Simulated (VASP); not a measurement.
# K (Im-3m) in VASP: further runs

K is run at these levels: PBE+D4, PBE; tasks: single point.

All numbers are computed with VASP 6.6.1; they aren't measurements. Logs are shortened: lines on timing, memory, paths and dates and some standing lists are left out, and cuts for length are marked.

### 1 The cell of the first run

The structure is cubic, space group Im-3m (No. 229). The conventional cell has a = 5.194 Å, b = 5.194 Å, c = 5.194 Å, α = 90.00°, β = 90.00°, γ = 90.00°. Within 5.9 Å of K (site symmetry m-3m) lie 14 K at 4.50 to 5.19 Å.

### 2 Single point, PBE+D4

File INCAR:

```
SYSTEM = K
PREC = Accurate ; ENCUT = 520
EDIFF = 1E-6 ; ISMEAR = -1
SIGMA = 0.05 ; LREAL = .FALSE.
LASPH = .TRUE. ; NELM = 60
ALGO = Fast ; ISIF = 2
LWAVE = .FALSE. ; LCHARG = .FALSE.
GGA = PE ; IVDW = 13
NBANDS = 10
```

File KPOINTS:

```
regular mesh
0
G
  7 7 7
  0 0 0
```

File POSCAR:

```
K
1.0
   -2.5969034428      2.5969034428      2.5969034428
    2.5969034428     -2.5969034428      2.5969034428
    2.5969034428      2.5969034428     -2.5969034428
K
1
Direct
    0.0000000000      0.0000000000      0.0000000000
```

Potentials or basis: VASP PAW PBE potentials, release 64 (K_sv).

Launch:

```console
$ cat potpaw_PBE.64/K_sv/POTCAR > POTCAR
$ mpirun -np 1 vasp_std > vasp.out
```

OUTCAR:

```text
SYSTEM = K
   PREC = Accurate
   ENCUT = 520
   EDIFF = 1E-6
   ISMEAR = -1
   LREAL = .FALSE.
   LASPH = .TRUE.
   NELM = 60
   ISIF = 2
   GGA = PE
   IVDW = 13

 ion  position               nearest neighbor table
   1  0.000  0.000  0.000-

  LATTYP: Found a body centered cubic cell.
 ALAT       =     5.1938068856

  Lattice vectors:

 A1 = (  -2.5969034428,   2.5969034428,   2.5969034428)
 A2 = (   2.5969034428,  -2.5969034428,   2.5969034428)
 A3 = (   2.5969034428,   2.5969034428,  -2.5969034428)

Analysis of symmetry for initial positions (statically):
=====================================================================
 Subroutine PRICEL returns:
 Original cell was already a primitive cell.

 Routine SETGRP: Setting up the symmetry group for a
 body centered cubic supercell.

 Subroutine GETGRP returns: Found 48 space group operations
 (whereof 48 operations were pure point group operations)
 out of a pool of 48 trial point group operations.

The static configuration has the point symmetry O_h .

Analysis of symmetry for dynamics (positions and initial velocities):
=====================================================================
 Subroutine PRICEL returns:
 Original cell was already a primitive cell.

 Routine SETGRP: Setting up the symmetry group for a
 body centered cubic supercell.

 Subroutine GETGRP returns: Found 48 space group operations
 (whereof 48 operations were pure point group operations)
 out of a pool of 48 trial point group operations.

The dynamic configuration has the point symmetry O_h .

 Subroutine INISYM returns: Found 48 space group operations
 (whereof 48 operations are pure point group operations),
 and found     1 'primitive' translations

----------------------------------------------------------------------------------------

                                     Primitive cell

  volume of cell :      70.0531

  direct lattice vectors                    reciprocal lattice vectors
    -2.596903443  2.596903443  2.596903443     0.000000000  0.192537001  0.192537001
     2.596903443 -2.596903443  2.596903443     0.192537001  0.000000000  0.192537001
     2.596903443  2.596903443 -2.596903443     0.192537001  0.192537001  0.000000000

  length of vectors
     4.497968705  4.497968705  4.497968705     0.272288438  0.272288438  0.272288438

  position of ions in fractional coordinates (direct lattice)
     0.000000000  0.000000000  0.000000000

  ion indices of the primitive-cell ions
   primitive index   ion index
                 1           1

----------------------------------------------------------------------------------------

 KPOINTS: regular mesh

Automatic generation of k-mesh.
 Grid dimensions read from file:
 generate k-points for:    7    7    7

 Generating k-lattice:

  Cartesian coordinates                     Fractional coordinates (reciprocal lattice)
     0.000000000  0.027505286  0.027505286     0.142857143  0.000000000  0.000000000
     0.027505286  0.000000000  0.027505286     0.000000000  0.142857143  0.000000000
     0.027505286  0.027505286  0.000000000     0.000000000  0.000000000  0.142857143

  Length of vectors
     0.038898348  0.038898348  0.038898348

  Shift w.r.t. Gamma in fractional coordinates (k-lattice)
     0.000000000  0.000000000  0.000000000

 Subroutine IBZKPT returns following result:
 ===========================================

 Found     20 irreducible k-points:

 Following reciprocal coordinates:
            Coordinates               Weight
  0.000000  0.000000  0.000000      1.000000
  0.142857  0.000000  0.000000     12.000000
  0.285714  0.000000  0.000000     12.000000
  0.428571  0.000000  0.000000     12.000000
  0.142857  0.142857  0.000000     24.000000
  0.285714  0.142857  0.000000     48.000000
[... 12 lines left out ...]
 -0.428571 -0.428571  0.285714      8.000000
 -0.428571  0.428571  0.428571      6.000000
   k-points           NKPTS =     20   k-points in BZ     NKDIM =     20   number of bands    NBANDS=     10
   number of dos      NEDOS =    301   number of ions     NIONS =      1
   total plane-waves  NPLWV =  46656
   dimension x,y,z NGX =    36 NGY =   36 NGZ =   36
   dimension x,y,z NGXF=    72 NGYF=   72 NGZF=   72
   ions per type =               1
   NGX,Y,Z   is equivalent  to a cutoff of  13.31, 13.31, 13.31 a.u.
   NGXF,Y,Z  is equivalent  to a cutoff of  26.61, 26.61, 26.61 a.u.
 SYSTEM =  K
   PREC   = accura    normal or accurate (medium, high low for compatibility)
   ISTART =      0    job   : 0-new  1-cont  2-samecut
   ICHARG =      2    charge: 1-file 2-atom 10-const
   ISPIN  =      1    spin polarized calculation?
   LNONCOLLINEAR =      F non collinear calculations
   LSORBIT =      F    spin-orbit coupling
   LASPH  =      T    aspherical Exc in radial PAW
   ENCUT  =  520.0 eV  38.22 Ry    6.18 a.u.   8.36  8.36  8.36*2*pi/ulx,y,z
   NELM   =     60;   NELMIN=  2; NELMDL= -5     # of ELM steps
   EDIFF  = 0.1E-05   stopping-criterion for ELM
   LREAL  =      F    real-space projection
   EDIFFG = 0.1E-04   stopping-criterion for IOM
   NSW    =      0    number of steps for IOM
   IBRION =     -1    ionic relax: 0-MD 1-quasi-New 2-CG
   NFREE  =      0    steps in history (QN), initial steepest desc. (CG)
   ISIF   =      2    stress and relaxation
   ISYM   =      2    0-nonsym 1-usesym 2-fastsym
   POTIM  = 0.5000    time-step for ionic-motion
   TEBEG  =    0.0;   TEEND  =   0.0 temperature during run
   PSTRESS=    0.0 pullay stress
   NELECT =       9.0000    total number of electrons
   NUPDOWN=      -1.0000    fix difference up-down
   EMIN   =  10.00;   EMAX   =-10.00  energy-range for DOS
   EFERMI =   0.00;   METHOD = LEGACY
   ISMEAR =    -1;   SIGMA  =   0.05  broadening in eV -4-tet -1-fermi 0-gaus
   EFERMI_NEDOS =   21; number of points for ismear=-14 and -15
   IALGO  =     68    algorithm
   IMIX   =      4    mixing-type and parameters
     AMIX     =   0.40;   BMIX     =  1.00
     AMIX_MAG =   1.60;   BMIX_MAG =  1.00
  volume/ion in A,a.u.               =      70.05       472.74
  Fermi-wavevector in a.u.,A,eV,Ry     =   0.826063  1.561033  9.284346  0.682380
  Thomas-Fermi vector in A             =   1.938030
   LORBIT       =      0    0 simple, 1 ext, 2 COOP (PROOUT), +10 PAW based schemes
   GGA     = PE    functional components
   LHFCALC =     F    Hartree Fock is set to
   AEXX    =    0.0000 exact exchange contribution
   IVDW    =    13    specifies the selected vdW correction
   LEPSILON=     F    determine dielectric tensor
   LRPA    =     F    only Hartree local field effects (RPA)
 non-spin polarized calculation
 RMM-DIIS sequential band-by-band and
  energy-cutoff  :      520.00
  volume of cell :       70.05
 maximum number of plane-waves:      1905
 NGX is ok and might be reduce to    36
   NGX = 17   NGY = 17   NGZ = 17

 number of electron       8.9999999 magnetization

 Free energy of the ion-electron system (eV)
  ---------------------------------------------------
  ext. energy  EPLUGINS =         0.00000000
  ---------------------------------------------------
  free energy    TOTEN  =        -1.05010239 eV

  energy without entropy =       -1.04327575  energy(sigma->0) =       -1.04668907

 E-fermi :  -0.0203     XC(G=0):  -5.7700

 val. band max:       -0.0876838278   @ k =  -0.2857   0.4286   0.1429
 cond. band min:       0.1168672422   @ k =  -0.4286   0.4286   0.1429
 fundamental gap:      0.2045510699
 Fermi energy:        -0.0203427603

 k-point     1 :       0.0000    0.0000    0.0000
  band No.  band energies     occupation
      1     -32.1148      2.00000
      2     -15.5605      2.00000
      3     -15.5605      2.00000
      4     -15.5605      2.00000
      5      -2.2363      2.00000
      6       4.3319      0.00000
      7       4.3319      0.00000
      8       4.3319      0.00000
      9       5.2709      0.00000
     10       5.2709      0.00000

 k-point     2 :       0.1429    0.0000    0.0000
  band No.  band energies     occupation
      1     -32.1138      2.00000
      2     -15.5759      2.00000
      3     -15.5656      2.00000
      4     -15.5605      2.00000
      5      -1.9740      2.00000
      6       3.8750      0.00000
      7       4.0290      0.00000
      8       4.5459      0.00000
      9       5.0202      0.00000
     10       5.2211      0.00000

 k-point     3 :       0.2857    0.0000    0.0000
  band No.  band energies     occupation
      1     -32.1117      2.00000
      2     -15.6099      2.00000
      3     -15.5769      2.00000
      4     -15.5605      2.00000
      5      -1.2244      2.00000
      6       2.6261      0.00000
      7       3.5241      0.00000
      8       5.1198      0.00000
      9       5.1696      0.00000
     10       5.2644      0.00000

 k-point     4 :       0.4286    0.0000    0.0000
  band No.  band energies     occupation
      1     -32.1099      2.00000
      2     -15.6368      2.00000
      3     -15.5860      2.00000
      4     -15.5605      2.00000
      5      -0.1010      1.66755
      6       1.2654      0.00000
      7       3.2123      0.00000
      8       5.0128      0.00000
      9       5.6069      0.00000
     10       6.2389      0.00000
[... 170 lines left out ...]
 k-point    18 :      -0.4286    0.4286    0.2857
  band No.  band energies     occupation
      1     -32.1074      2.00000
      2     -15.6240      2.00000
      3     -15.6048      2.00000
      4     -15.5963      2.00000
      5       0.6822      0.00000
      6       1.7489      0.00000
      7       3.2438      0.00000
      8       3.4481      0.00000
      9       4.5028      0.00000
     10       6.1196      0.00000

 k-point    19 :      -0.4286   -0.4286    0.2857
  band No.  band energies     occupation
      1     -32.1067      2.00000
      2     -15.6191      2.00000
      3     -15.6191      2.00000
      4     -15.5989      2.00000
      5       1.4345      0.00000
      6       1.4345      0.00000
      7       2.5937      0.00000
      8       4.1146      0.00000
      9       4.1146      0.00000
     10       6.1412      0.00000

 k-point    20 :      -0.4286    0.4286    0.4286
  band No.  band energies     occupation
      1     -32.1060      2.00000
      2     -15.6177      2.00000
      3     -15.6151      2.00000
      4     -15.6151      2.00000
      5       1.3449      0.00000
      6       1.7392      0.00000
      7       3.5643      0.00000
      8       3.5643      0.00000
      9       3.5730      0.00000
     10       6.3181      0.00000

------------------------ aborting loop because EDIFF is reached ----------------------------------------

  DFT-D4 for vdW energy calculation

  Edisp (eV):   -0.07239

  FORCE on cell =-STRESS in cart. coord.  units (eV):
  Direction    XX          YY          ZZ          XY          YZ          ZX
  --------------------------------------------------------------------------------------
  -------------------------------------------------------------------------------------
  Total       0.01036     0.01036     0.01036     0.00000     0.00000    -0.00000
  in kB       0.23684     0.23684     0.23684     0.00000     0.00000    -0.00000
  external pressure =        0.24 kB  Pullay stress =        0.00 kB

 VOLUME and BASIS-vectors are now :
 -----------------------------------------------------------------------------
  energy-cutoff  :      520.00
  volume of cell :       70.05
      direct lattice vectors                 reciprocal lattice vectors
    -2.596903443  2.596903443  2.596903443     0.000000000  0.192537001  0.192537001
     2.596903443 -2.596903443  2.596903443     0.192537001  0.000000000  0.192537001
     2.596903443  2.596903443 -2.596903443     0.192537001  0.192537001  0.000000000

 POSITION                                       TOTAL-FORCE (eV/Angst)
 -----------------------------------------------------------------------------------
      0.00000      0.00000      0.00000         0.000000      0.000000     -0.000000
 -----------------------------------------------------------------------------------
    total drift:                               -0.000000      0.000000      0.000000

  FREE ENERGIE OF THE ION-ELECTRON SYSTEM (eV)
  ---------------------------------------------------
  free  energy   TOTEN  =        -1.1224883281 eV

  energy  without entropy=       -1.1156616918  energy(sigma->0) =       -1.11907501
```

It took 16 s on 1 thread of Intel Xeon Platinum 8259CL at 2.50GHz (Skylake/Cascade Lake), shared host; peak memory 0.19 GiB.

Results:

```
Free energy                : -1.1225 eV
Pressure                   : 0.0 GPa
Dispersion energy per atom : -0.072 eV
```

Caveat: pairwise dispersion overbinds metals, which lowers pressure and volume.

### 3 Single point, PBE

This run uses another cell than the first one, of 73.25 Å³/atom, 1.046 times its volume.

File INCAR:

```
ALGO = Normal ; EDIFF = 1E-7
ENCUT = 520 ; GGA = PE
ISIF = 2 ; ISMEAR = -1
LASPH = True ; LCHARG = True
LELF = True ; LREAL = False
LVHAR = True ; LWAVE = False
NBANDS = 10 ; NELM = 100
PREC = Accurate ; SIGMA = 0.05
```

File KPOINTS:

```
k-points
0
Gamma
  7 7 7
```

File POSCAR:

```
K
1.0
   -2.6358196649      2.6358196649      2.6358196649
    2.6358196649     -2.6358196649      2.6358196649
    2.6358196649      2.6358196649     -2.6358196649
K
1
Direct
    0.0000000000      0.0000000000      0.0000000000
```

Potentials or basis: VASP PAW PBE potentials, release 64 (K_sv).

Launch:

```console
$ cat potpaw_PBE.64/K_sv/POTCAR > POTCAR
$ mpirun -np 1 vasp_std > vasp.out
```

Wall time 14 s (1 thread of Intel Xeon Platinum 8259CL at 2.50GHz (Skylake/Cascade Lake), shared host); peak memory 0.19 GiB.

The run converged. Its results:

* Free energy: -1.0523 eV
* Pressure: 0.0 GPa

Levels at points of the mesh, in eV from the Fermi level:
```csv
k point,band 1,band 2,band 3,band 4,band 5,band 6,band 7,band 8,band 9,band 10
"(0.00, 0.00, 0.00)",-32.12,-15.57,-15.57,-15.57,-2.15,4.31,4.31,4.31,5.22,5.22
```
